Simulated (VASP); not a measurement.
Write the native input for VASP 6.6.1 that does the following.

| Item | Value |
| --- | --- |
| Task | single point |
| Functional | r2SCAN |
| Potentials or basis | VASP PAW PBE potentials, release 64 (Ti_sv) |
| Cutoff | 520 eV |
| k mesh | 14 × 14 × 14 |
| Occupations | gaussian, width 0.15 eV |
| Spin | no spin polarisation |
| Dipole correction | no |
| Further INCAR settings | ALGO = Normal; EDIFF = 1e-06; NBANDS = 12 |

Ti:

```
Ti
1.0
     0.00000    2.05515    2.05515
     2.05515    0.00000    2.05515
     2.05515    2.05515    0.00000
Ti
1
Cartesian
  0.0000 0.0000 0.0000
```

The input as run:

POSCAR

```
Ti
1.0
    0.0000000000      2.0551516152      2.0551516152
    2.0551516152      0.0000000000      2.0551516152
    2.0551516152      2.0551516152      0.0000000000
Ti
1
Direct
    0.0000000000      0.0000000000      0.0000000000
```

INCAR.step1

```
ALGO     = Normal         # electronic algorithm
EDIFF    = 1E-4           # SCF threshold, eV
ENCUT    = 520            # plane-wave cutoff, eV
GGA      = PE             # functional
ISMEAR   = 0              # smearing method
LASPH    = T              # aspherical terms in the spheres
LCHARG   = F              # write CHGCAR
LREAL    = F              # projectors in reciprocal space
LWAVE    = T              # write WAVECAR
NBANDS   = 12             # bands
NELM     = 100            # most SCF steps
PREC     = Accurate       # precision mode
SIGMA    = 0.15           # smearing width, eV
```

INCAR.step2

```
ALGO     = Normal         # electronic algorithm
EDIFF    = 1E-6           # SCF threshold, eV
ENCUT    = 520            # plane-wave cutoff, eV
ISIF     = 2              # what is computed and relaxed
ISMEAR   = 0              # smearing method
ISTART   = 1            
LASPH    = T              # aspherical terms in the spheres
LCHARG   = F              # write CHGCAR
LMIXTAU  = T            
LREAL    = F              # projectors in reciprocal space
LWAVE    = F              # write WAVECAR
METAGGA  = R2SCAN         # meta-GGA
NBANDS   = 12             # bands
NELM     = 100            # most SCF steps
PREC     = Accurate       # precision mode
SIGMA    = 0.15           # smearing width, eV
```

KPOINTS

```
k-points
0
Gamma
  14 14 14
```

Potentials or basis: VASP PAW PBE potentials, release 64 (Ti_sv).

Launch:

```bash
$ cat potpaw_PBE.64/Ti_sv/POTCAR > POTCAR
$ cp INCAR.step1 INCAR
$ mpirun -np 1 vasp_std > vasp.out
$ cp INCAR.step2 INCAR
$ mpirun -np 1 vasp_std > vasp.out
```

It gave:

| Quantity | Value |
| --- | --- |
| Pressure | 0.5 GPa |
| Band gap on the k mesh | zero (band 6 reaches 9.24 eV, above the bottom of band 7 at 7.88 eV) |

Caveat: the PAW data sets were made with another functional, which shifts forces and pressure a little.

Run time: 2.4 min on 1 thread of AMD EPYC 7R43 64-Core Processor (Zen 3) (shared host), peak memory 0.12 GiB.
